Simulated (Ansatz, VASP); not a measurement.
**One calculation of Zn, two programs**

```
CELL_PARAMETERS angstrom
2.66480 0.00000 0.00000
-1.33240 2.37702 0.00000
0.00000 0.00000 4.94670
ATOMIC_POSITIONS crystal
Zn 0.33333 0.66667 0.25000
Zn 0.66667 0.33333 0.75000
```

Change from the starting cell: strain +0.0300 x Voigt [0, 1, 0, 0, 0, 0], atoms carried along.

Alike in both runs: task single point; functional PBEsol; k mesh 24 × 24 × 10; occupations gaussian, width 0.15 eV; no spin polarisation.

|  | VASP | Ansatz |
| --- | --- | --- |
| version | VASP 6.6.1 | Ansatz 0.2.0 |
| potentials or method | VASP PAW PBE potentials, release 64 (Zn), cutoff 520 eV | scalar-relativistic, plane waves, PAW |
| valence electrons in the cell | 24 | 24 |

VASP gave:

```
gap on the k mesh at the Fermi level (eV)                     : none
pressure (GPa)                                                : -6.6
traceless stress, the component that is largest in VASP (GPa) : -1.88
rms of the force components (eV/Å)                            : 0.013
```

Task: What did Ansatz give for the same quantities?

Result: gap on the k mesh at the Fermi level (eV): none; pressure (GPa): -7.1; traceless stress, the component that is largest in VASP (GPa): -1.93; rms of the force components (eV/Å): 0.013.

VASP's potentials were made for PBE, not for PBEsol. Atom by atom the forces differ by 0.000 eV/Å (rms over components). A gap of «none» marks a metal or a gap that the smearing closes.
